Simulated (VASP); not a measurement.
Wanted: the native input for a VASP 6.6.1 run.

```
Task                   : single point
Functional             : PBEsol
Potentials or basis    : VASP PAW PBE potentials, release 64 (Zr_sv, C)
Cutoff                 : 520 eV
k mesh                 : 12 × 12 × 12
Occupations            : gaussian, width 0.05 eV
Spin                   : no spin polarisation
Dipole correction      : no
Further INCAR settings : ALGO = Normal; EDIFF = 1e-06; NBANDS = 15
```

The structure of ZrC lies in POSCAR:

```
ZrC
1.0
    0.0000000000      2.3345844179      2.3345844179
    2.3345844179      0.0000000000      2.3345844179
    2.3345844179      2.3345844179      0.0000000000
Zr C
1 1
Direct
    0.5000000000      0.5000000000      0.5000000000
    0.0000000000      0.0000000000      0.0000000000
```

These files were run (other wordings do the same):

INCAR

```
SYSTEM = ZrC
PREC = Accurate ; ENCUT = 520
EDIFF = 1E-6 ; ISMEAR = 0
SIGMA = 0.05 ; LREAL = .False.
LASPH = .True. ; NELM = 80
ALGO = Normal ; ISIF = 2
LWAVE = .False. ; LCHARG = .False.
GGA = PS ; NBANDS = 15
```

KPOINTS

```
regular mesh
0
Gamma
  12 12 12
  0 0 0
```

Potentials or basis: VASP PAW PBE potentials, release 64 (Zr_sv, C).

Launch:

```bash
$ cat potpaw_PBE.64/Zr_sv/POTCAR potpaw_PBE.64/C/POTCAR > POTCAR
$ mpirun -np 1 vasp_std > vasp.out
```

Results of the run:

```json
{
 "Pressure": "0.4 GPa",
 "Band gap on the k mesh": "zero (band 8 reaches 10.68 eV, above the bottom of band 9 at 9.35 eV)"
}
```

Caveat: the PAW data sets were made with another functional, which shifts forces and pressure a little.

Wall time 17 s on 1 thread of AMD EPYC 9R45 96-Core Processor (Zen 5), with other jobs on the host, peak memory 0.14 GiB.
